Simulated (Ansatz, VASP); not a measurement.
## One calculation of TiSi2, two programs

INCAR

```
SYSTEM = TiSi2
  PREC = Accurate
  ENCUT = 520
  EDIFF = 1E-6
  ISMEAR = 0
  SIGMA = 0.15
  LREAL = .FALSE.
  LASPH = .TRUE.
  NELM = 60
  ALGO = Normal
  ISIF = 2
  LWAVE = .FALSE.
  LCHARG = .FALSE.
  GGA = PE
  NBANDS = 29
```

KPOINTS

```
Automatic mesh
0
G
  14 14 14
  0 0 0
```

File POSCAR:

```
TiSi2
1.0
    0.0000000000      4.1351811254      4.2795976059
    2.4038689114      0.0000000000      4.2795976059
    2.4038689114      4.1351811254      0.0000000000
Ti Si
2 4
Direct
    0.7646041768      0.7646041768      0.7353958232
    0.5146041768      0.5146041768      0.4853958232
    0.0868244589      0.4131755411      0.0868244589
    0.4131755411      0.0868244589      0.4131755411
    0.1631755411      0.8368244589      0.1631755411
    0.8368244589      0.1631755411      0.8368244589
```

Input for Ansatz:

```yaml
crystal:
  lattice:
    - [0.0, 4.1351811254, 4.2795976059]
    - [2.4038689114, 0.0, 4.2795976059]
    - [2.4038689114, 4.1351811254, 0.0]
  atoms:
    - { symbol: Ti, position: [0.7646041768, 0.7646041768, 0.7353958232] }
    - { symbol: Ti, position: [0.5146041768, 0.5146041768, 0.4853958232] }
    - { symbol: Si, position: [0.0868244589, 0.4131755411, 0.0868244589] }
    - { symbol: Si, position: [0.4131755411, 0.0868244589, 0.4131755411] }
    - { symbol: Si, position: [0.1631755411, 0.8368244589, 0.1631755411] }
    - { symbol: Si, position: [0.8368244589, 0.1631755411, 0.8368244589] }
basis:
  ecutwfc: 420
kpoints:
  mp_grid: { grid: [14, 14, 14] }
hamiltonian:
  xc: pbe
scf:
  occupations: { method: gaussian, width: 0.15 }
output:
  forces: true
  stress: true
  eigenvalues: true
```

Change from the starting cell: all Ti atoms moved +0.125 Å, as atom 1 along Cartesian [0 0 1].

Alike in both runs: task single point; functional PBE; k mesh 14 × 14 × 14; occupations gaussian, width 0.15 eV; no spin polarisation.

```csv
,VASP,Ansatz
version,VASP 6.6.1,Ansatz 0.2.0
potentials or method,"VASP PAW PBE potentials, release 64 (Ti_sv, Si), cutoff 520 eV","scalar-relativistic, plane waves, PAW"
valence electrons in the cell,40,40
```

VASP gave:

| Quantity | Value |
| --- | --- |
| gap on the k mesh at the Fermi level (eV) | none |
| pressure (GPa) | 1.0 |
| traceless stress, the component that is largest in VASP (GPa) | 1.31 |
| rms of the force components (eV/Å) | 0.706 |

Question: What did Ansatz give for the same quantities?

Answer: gap on the k mesh at the Fermi level (eV): none; pressure (GPa): 1.0; traceless stress, the component that is largest in VASP (GPa): 1.29; rms of the force components (eV/Å): 0.704.

Atom by atom the forces differ by 0.002 eV/Å (rms over components). A gap of «none» marks a metal or a gap that the smearing closes.
